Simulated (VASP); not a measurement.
# Nb (Cmce) in VASP: a series of runs

The runs below take Nb through single point, relaxation of cell and atoms, with PBEsol.

Everything below comes from runs of VASP 6.6.1. Logs are shortened: lines on timing, memory, paths and dates and some standing lists are left out, and cuts for length are marked.

## 1. The cell of the first run

It takes space group Cmce (No. 64, orthorhombic). Conventional cell: a = 4.493 Å, b = 7.614 Å, c = 4.499 Å, α = 90.00°, β = 90.00°, γ = 90.00°. Within 3.2 Å of Nb (site symmetry m) lie 7 Nb at 2.43 to 2.78 Å.

## 2. Single point, PBEsol

Contents of INCAR:

```
PREC = Accurate
ENCUT = 520
EDIFF = 1E-6
ISMEAR = 0
SIGMA = 0.1
LREAL = F
LASPH = T
NELM = 100
ALGO = Normal
ISIF = 2
LWAVE = F
LCHARG = T
GGA = PS
LELF = T
LVHAR = T
NBANDS = 34
```

Contents of KPOINTS:

```
regular mesh
0
Gamma
  6 6 4
```

Contents of POSCAR:

```
Nb
1.0
    2.2463321283     -3.8071163798      0.0000000000
    2.2463321283      3.8071163798      0.0000000000
    0.0000000000      0.0000000000      4.4986402659
Nb
4
Direct
    0.1525000000      0.8475000000      0.0785000000
    0.6525000000      0.3475000000      0.4215000000
    0.8475000000      0.1525000000      0.9215000000
    0.3475000000      0.6525000000      0.5785000000
```

Potentials or basis: VASP PAW PBE potentials, release 64 (Nb_sv).

Started as:

```sh
cat potpaw_PBE.64/Nb_sv/POTCAR > POTCAR
mpirun -np 1 vasp_std > vasp.out
```

OUTCAR:

```text
PREC = Accurate
   ENCUT = 520
   EDIFF = 1E-6
   ISMEAR = 0
   LREAL = F
   LASPH = T
   NELM = 100
   ISIF = 2
   GGA = PS

 ion  position               nearest neighbor table
   1  0.153  0.847  0.078-   3 2.43   4 2.70   4 2.70   2 2.73   2 2.73   3 2.78   3 2.78
   2  0.653  0.347  0.422-   4 2.43   3 2.70   3 2.70   1 2.73   1 2.73   4 2.78   4 2.78
   3  0.847  0.153  0.922-   1 2.43   2 2.70   2 2.70   4 2.73   4 2.73   1 2.78   1 2.78
   4  0.347  0.653  0.578-   2 2.43   1 2.70   1 2.70   3 2.73   3 2.73   2 2.78   2 2.78

  LATTYP: Found a base centered orthorhombic cell.
 ALAT       =     4.4926642566
 B/A-ratio  =     1.6948145521
 C/A-ratio  =     1.0013301705

  Lattice vectors:

 A1 = (   2.2463321283,  -3.8071163798,   0.0000000000)
 A2 = (   2.2463321283,   3.8071163798,   0.0000000000)
 A3 = (   0.0000000000,   0.0000000000,   4.4986402659)

Analysis of symmetry for initial positions (statically):
=====================================================================
 Subroutine PRICEL returns:
 Original cell was already a primitive cell.

 Routine SETGRP: Setting up the symmetry group for a
 base centered orthorhombic supercell.

 Subroutine GETGRP returns: Found  8 space group operations
 (whereof  4 operations were pure point group operations)
 out of a pool of  8 trial point group operations.

The static configuration has the point symmetry C_2h.
 The point group associated with its full space group is D_2h.

Analysis of symmetry for dynamics (positions and initial velocities):
=====================================================================
 Subroutine PRICEL returns:
 Original cell was already a primitive cell.

 Routine SETGRP: Setting up the symmetry group for a
 base centered orthorhombic supercell.

 Subroutine GETGRP returns: Found  8 space group operations
 (whereof  4 operations were pure point group operations)
 out of a pool of  8 trial point group operations.

The dynamic configuration has the point symmetry C_2h.
 The point group associated with its full space group is D_2h.

 Subroutine INISYM returns: Found  8 space group operations
 (whereof  4 operations are pure point group operations),
 and found     1 'primitive' translations

----------------------------------------------------------------------------------------

                                     Primitive cell

  volume of cell :      76.9452

[... 85 lines left out ...]
   ICHARG =      2    charge: 1-file 2-atom 10-const
   ISPIN  =      1    spin polarized calculation?
   LNONCOLLINEAR =      F non collinear calculations
   LSORBIT =      F    spin-orbit coupling
   LASPH  =      T    aspherical Exc in radial PAW
   ENCUT  =  520.0 eV  38.22 Ry    6.18 a.u.   8.22  8.22  8.36*2*pi/ulx,y,z
   NELM   =    100;   NELMIN=  2; NELMDL= -5     # of ELM steps
   EDIFF  = 0.1E-05   stopping-criterion for ELM
   LREAL  =      F    real-space projection
   EDIFFG = 0.1E-04   stopping-criterion for IOM
   NSW    =      0    number of steps for IOM
   IBRION =     -1    ionic relax: 0-MD 1-quasi-New 2-CG
   NFREE  =      0    steps in history (QN), initial steepest desc. (CG)
   ISIF   =      2    stress and relaxation
   ISYM   =      2    0-nonsym 1-usesym 2-fastsym
   POTIM  = 0.5000    time-step for ionic-motion
   TEBEG  =    0.0;   TEEND  =   0.0 temperature during run
   PSTRESS=    0.0 pullay stress
   NELECT =      52.0000    total number of electrons
   NUPDOWN=      -1.0000    fix difference up-down
   EMIN   =  10.00;   EMAX   =-10.00  energy-range for DOS
   EFERMI =   0.00;   METHOD = LEGACY
   ISMEAR =     0;   SIGMA  =   0.10  broadening in eV -4-tet -1-fermi 0-gaus
   EFERMI_NEDOS =   21; number of points for ismear=-14 and -15
   IALGO  =     38    algorithm
   IMIX   =      4    mixing-type and parameters
     AMIX     =   0.40;   BMIX     =  1.00
     AMIX_MAG =   1.60;   BMIX_MAG =  1.00
  volume/ion in A,a.u.               =      19.24       129.81
  Fermi-wavevector in a.u.,A,eV,Ry     =   1.436643  2.714861 28.081645  2.063943
  Thomas-Fermi vector in A             =   2.555808
   LORBIT       =      0    0 simple, 1 ext, 2 COOP (PROOUT), +10 PAW based schemes
   GGA     = PS    functional components
   LHFCALC =     F    Hartree Fock is set to
   AEXX    =    0.0000 exact exchange contribution
   IVDW    =     0    specifies the selected vdW correction
   LEPSILON=     F    determine dielectric tensor
   LRPA    =     F    only Hartree local field effects (RPA)
 non-spin polarized calculation
 Gauss-broadening in eV      SIGMA  =   0.10
  energy-cutoff  :      520.00
  volume of cell :       76.95
 maximum number of plane-waves:      2092
 NGX is ok and might be reduce to    36
   NGX = 17   NGY = 17   NGZ = 17

 number of electron      51.9999999 magnetization

 Free energy of the ion-electron system (eV)
  ---------------------------------------------------
  ext. energy  EPLUGINS =         0.00000000
  ---------------------------------------------------
  free energy    TOTEN  =       -38.54169581 eV

  energy without entropy =      -38.51772827  energy(sigma->0) =      -38.52971204

 E-fermi :  10.1641     XC(G=0): -12.0770

 val. band max:       10.1503248894   @ k =   0.5000   0.5000   0.2500
 cond. band min:      10.1862420614   @ k =   0.5000  -0.0000   0.5000
 fundamental gap:      0.0359171720
 Fermi energy:        10.1640546125

 k-point     1 :       0.0000    0.0000    0.0000
  band No.  band energies     occupation
      1     -44.2999      2.00000
      2     -43.9171      2.00000
      3     -43.6815      2.00000
      4     -43.6622      2.00000
      5     -21.2785      2.00000
      6     -20.8601      2.00000
[... 877 lines left out ...]
     33      13.1197      0.00000
     34      14.5347      0.00000

 [... further k-points ...]
[... 5 lines left out ...]
  --------------------------------------------------------------------------------------
  -------------------------------------------------------------------------------------
  Total        5.3168247      9.9172916      0.4267287      0.0000000      0.0000000      0.0000000
  in kB      110.7086467    206.5010588      8.8854824      0.0000000      0.0000000      0.0000000
  external PRESSURE =     108.6983959 kB  Pullay stress =       0.0000000 kB

 VOLUME and BASIS-vectors are now :
 -----------------------------------------------------------------------------
  energy-cutoff  :      520.00
  volume of cell :       76.95
      direct lattice vectors                 reciprocal lattice vectors
     2.246332128 -3.807116380  0.000000000     0.222585073 -0.131332996  0.000000000
     2.246332128  3.807116380  0.000000000     0.222585073  0.131332996  0.000000000
     0.000000000  0.000000000  4.498640266     0.000000000  0.000000000  0.222289390

 POSITION                                       TOTAL-FORCE (eV/Angst)
 -----------------------------------------------------------------------------------
      2.24633      2.64595      0.35314         0.000000     -0.757031     -0.185539
      2.24633     -1.16117      1.89618         0.000000     -0.757031      0.185539
      2.24633     -2.64595      4.14550         0.000000      0.757031      0.185539
      2.24633      1.16117      2.60246         0.000000      0.757031     -0.185539
 -----------------------------------------------------------------------------------
    total drift:                                0.000000      0.000000     -0.000000

  FREE ENERGIE OF THE ION-ELECTRON SYSTEM (eV)
  ---------------------------------------------------
  free  energy   TOTEN  =       -38.5416958126 eV

  energy  without entropy=      -38.5177282719  energy(sigma->0) =      -38.52971204
```

OSZICAR:

```text
N       E                     dE             d eps       ncg     rms          rms(c)
DAV:   1     0.697365360284E+03    0.69737E+03   -0.29174E+04  2660   0.161E+03
DAV:   2     0.216621760605E+02   -0.67570E+03   -0.65842E+03  3012   0.674E+02
DAV:   3    -0.352222337839E+02   -0.56884E+02   -0.54648E+02  4680   0.135E+02
DAV:   4    -0.392850170934E+02   -0.40628E+01   -0.39783E+01  4496   0.345E+01
DAV:   5    -0.394872884862E+02   -0.20227E+00   -0.20119E+00  4408   0.759E+00    0.152E+01
DAV:   6    -0.385645626712E+02    0.92273E+00   -0.21959E+00  3784   0.114E+01    0.597E+00
DAV:   7    -0.385167915072E+02    0.47771E-01   -0.87583E-01  4536   0.659E+00    0.203E+00
DAV:   8    -0.385399484845E+02   -0.23157E-01   -0.11841E-01  4448   0.251E+00    0.505E-01
DAV:   9    -0.385413189548E+02   -0.13705E-02   -0.14732E-02  3912   0.927E-01    0.317E-01
DAV:  10    -0.385417084820E+02   -0.38953E-03   -0.26307E-03  3872   0.422E-01    0.310E-02
DAV:  11    -0.385416993561E+02    0.91259E-05   -0.23158E-04  4240   0.106E-01    0.172E-02
DAV:  12    -0.385416968675E+02    0.24886E-05   -0.24710E-05  4296   0.469E-02    0.101E-02
DAV:  13    -0.385416956694E+02    0.11981E-05   -0.21003E-06  2712   0.164E-02    0.104E-03
DAV:  14    -0.385416958126E+02   -0.14326E-06   -0.36073E-07  2248   0.730E-03
   1 F= -.38541696E+02 E0= -.38529712E+02  d E =-.239675E-01
```

Wall time 44 s (1 thread of Intel Xeon 6975P-C (Granite Rapids), shared host); peak memory 0.23 GiB.

What came out:

```yaml
Free_energy: -38.5417 eV
Pressure: 10.9 GPa
Largest_force: 0.779 eV/Å
Band_gap_on_the_k_mesh: zero (band 26 reaches 10.49 eV, above the bottom of band 27 at 9.75 eV)
```

Forces on the atoms (eV/Å):
```
Nb   0.000 -0.757 -0.186
Nb   0.000 -0.757  0.186
Nb   0.000  0.757  0.186
Nb   0.000  0.757 -0.186
```

Levels at points of the mesh, in eV from the Fermi level:
```tsv
k point	band 24	band 25	band 26	band 27	band 28	band 29
(0.00, 0.00, 0.00)	-0.47	-0.41	-0.29	0.86	0.95	1.31
(0.50, 0.00, 0.00)	-1.28	-1.19	-1.19	0.56	0.56	1.51
(0.50, 0.50, 0.00)	-0.90	0.12	0.21	0.67	1.29	1.32
(0.00, 0.00, 0.50)	-1.51	-0.17	-0.17	1.03	1.03	1.08
(0.50, 0.00, 0.50)	-1.05	-0.13	-0.13	0.02	0.02	2.12
(0.50, 0.50, 0.50)	-1.39	-0.65	-0.65	-0.23	-0.23	1.50
```

Caveat: the PAW data sets were made with another functional, which shifts forces and pressure a little.

## 3. Relaxation of cell and atoms, PBEsol

Contents of INCAR:

```
SYSTEM = Nb
  PREC = Accurate
  ENCUT = 600
  EDIFF = 1E-6
  ISMEAR = 0
  SIGMA = 0.1
  LREAL = .False.
  LASPH = .True.
  NELM = 80
  ALGO = Normal
  ISIF = 3
  LWAVE = .False.
  LCHARG = .False.
  GGA = PS
  IBRION = 2
  NSW = 90
  EDIFFG = -0.04
```

Contents of KPOINTS:

```
regular mesh
0
Gamma
  4 4 4
  0 0 0
```

POSCAR is that of step 2.

Potentials or basis: VASP PAW PBE potentials, release 64 (Nb_sv).

Started as:

```sh
cat potpaw_PBE.64/Nb_sv/POTCAR > POTCAR
mpirun -np 1 vasp_std > vasp.out
```

Wall time 7.3 min (1 thread of Intel Xeon 6975P-C (Granite Rapids), shared host); peak memory 0.22 GiB.

The run converged. Its results:

```yaml
Free_energy: -42.4953 eV
Relaxed_volume: 18.14 Å³/atom
Relaxed_cell: a = 5.470 Å, b = 5.470 Å, c = 3.200 Å, α = 90.00°, β = 90.00°, γ = 130.76°
Space_group_after_relaxing_to_0.05_Å: Fmmm (No. 69)
Energy_gained_by_relaxing: 998.9 meV/atom
Ionic_steps: 25
Pressure_after_relaxing: 0.0 GPa
Largest_force_after_relaxing: 0.013 eV/Å
Band_gap_on_the_k_mesh: zero (band 26 reaches 11.99 eV, above the bottom of band 27 at 10.68 eV)
```

Forces on the atoms (eV/Å):
```
Nb   0.000  0.013  0.002
Nb   0.000  0.013 -0.002
Nb   0.000 -0.013 -0.002
Nb   0.000 -0.013  0.002
```

Stress tensor (GPa, compression positive):
```
 0.18  0.00  0.00
 0.00 -0.08  0.00
 0.00  0.00  0.03
```

The path:
```csv
step,energy change (eV),largest force (eV/Å),pressure (GPa),volume (Å³)
1,0.0000,0.6850,10.74,76.95
2,-0.3910,0.5058,-10.14,91.96
3,-0.5034,0.5650,-4.71,86.79
4,-0.8615,0.9122,-0.77,84.84
5,-0.8864,1.3850,1.11,84.15
6,-1.2953,1.6348,-0.75,84.13
7,-2.4250,2.0353,-2.76,80.76
8,-2.6769,1.8105,-3.24,79.39
9,-2.8284,0.9760,-0.62,76.68
10,-2.8407,1.4901,-2.08,77.76
11,-2.8503,1.2969,-1.71,77.37
12,-3.2896,1.2543,-2.49,76.14
13,-3.8331,0.5418,1.82,71.93
14,-3.8659,0.0978,-0.61,73.07
15,-3.8729,0.1029,0.02,72.73
16,-3.9167,0.2054,-0.16,72.64
17,-3.9558,0.5606,0.15,72.20
18,-3.9699,0.4195,-0.38,72.45
19,-3.9750,0.4710,-0.27,72.37
20,-3.9879,0.0014,1.32,72.01
21,-3.9904,0.1518,0.81,72.11
22,-3.9944,0.0134,-0.88,72.95
23,-3.9951,0.0324,-0.42,72.71
24,-3.9952,0.0531,0.44,72.40
25,-3.9956,0.0130,0.04,72.54
```

Final structure:
```cif
data_structure
_symmetry_space_group_name_H-M 'P 1'
_symmetry_Int_Tables_number 1
_cell_length_a 5.4703
_cell_length_b 5.4703
_cell_length_c 3.2005
_cell_angle_alpha 90.000
_cell_angle_beta 90.000
_cell_angle_gamma 130.760
_cell_volume 72.54
loop_
_atom_site_label
_atom_site_type_symbol
_atom_site_fract_x
_atom_site_fract_y
_atom_site_fract_z
_atom_site_occupancy
Nb1 Nb 0.13558 0.86442 0.99996 1
Nb2 Nb 0.63558 0.36442 0.50004 1
Nb3 Nb 0.86442 0.13558 0.00004 1
Nb4 Nb 0.36442 0.63558 0.49996 1
```

Levels at points of the mesh, in eV from the Fermi level:
```
           k point  band 24  band 25  band 26  band 27  band 28  band 29
(0.00, 0.00, 0.00)    -1.55    -1.52    -0.87     0.62     1.22     1.95
(0.50, 0.00, 0.00)    -0.47    -0.18    -0.18     0.24     0.24     0.94
(0.50, 0.50, 0.00)    -0.36    -0.04     0.07     0.65     0.80     1.40
(0.00, 0.00, 0.50)    -1.28    -0.70    -0.70     0.53     0.53     1.79
(0.50, 0.00, 0.50)    -2.04     0.69     0.69     1.17     1.17     2.16
(0.50, 0.50, 0.50)    -1.44    -0.93    -0.93     0.38     0.38     0.73
```

Caveat: the k points lie up to 0.49 Å⁻¹ apart in the final cell; the PAW data sets were made with another functional, which shifts forces and pressure a little.
